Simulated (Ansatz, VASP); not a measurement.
## One calculation of CdTe4, two programs

The input INCAR:

```
ALGO = Normal ; EDIFF = 1E-6
ENCUT = 520 ; GGA = PE
ISIF = 2 ; ISMEAR = 0
LASPH = True ; LCHARG = False
LREAL = False ; LWAVE = False
NBANDS = 26 ; NELM = 60
PREC = Accurate ; SIGMA = 0.1
```

KPOINTS

```
k-points
0
Gamma
  4 4 4
```

Contents of POSCAR:

```
CdTe4
1.0
    5.5968054300      0.0000000000      0.0000000000
    0.0000000000      5.5968054300      0.0000000000
    0.0000000000      0.0000000000      5.5968054300
Cd Te
1 4
Direct
    0.0000000000      0.0000000000      0.0000000000
    0.5000000000      0.0000000000      0.0000000000
    0.0000000000      0.5000000000      0.0000000000
    0.0000000000      0.0000000000      0.5000000000
    0.5000000000      0.5000000000      0.5000000000
```

Input for Ansatz:

```yaml
crystal:
  lattice:
    - [5.59680543, 0.0, 0.0]
    - [0.0, 5.59680543, 0.0]
    - [0.0, 0.0, 5.59680543]
  atoms:
    - { symbol: Cd, position: [0.0, 0.0, 0.0] }
    - { symbol: Te, position: [0.5, 0.0, 0.0] }
    - { symbol: Te, position: [0.0, 0.5, 0.0] }
    - { symbol: Te, position: [0.0, 0.0, 0.5] }
    - { symbol: Te, position: [0.5, 0.5, 0.5] }
basis:
  ecutwfc: 420
kpoints:
  mp_grid: { grid: [4, 4, 4] }
hamiltonian:
  xc: pbe
scf:
  occupations: { method: gaussian, width: 0.1 }
  lower_state_search: "off"
output:
  forces: true
  stress: true
  eigenvalues: true
```

Alike in both runs: task single point; functional PBE; k mesh 4 × 4 × 4; occupations gaussian, width 0.1 eV; no spin polarisation.

|  | VASP | Ansatz |
| --- | --- | --- |
| version | VASP 6.6.1 | Ansatz 0.2.0 |
| potentials or method | VASP PAW PBE potentials, release 64 (Cd, Te), cutoff 520 eV | scalar-relativistic, plane waves, PAW |
| valence electrons in the cell | 36 | 84 |

VASP gave:

| Property | Result |
| --- | --- |
| gap on the k mesh at the Fermi level (eV) | none |
| pressure (GPa) | -0.8 |

Problem. Which values does Ansatz return?

Solution. gap on the k mesh at the Fermi level (eV): none; pressure (GPa): -0.9.

A gap of «none» marks a metal or a gap that the smearing closes. VASP's potentials hold 36 valence electrons a cell and Ansatz's 84, so a difference there can come from the potentials and not from the codes.

Spin-orbit coupling is off throughout.
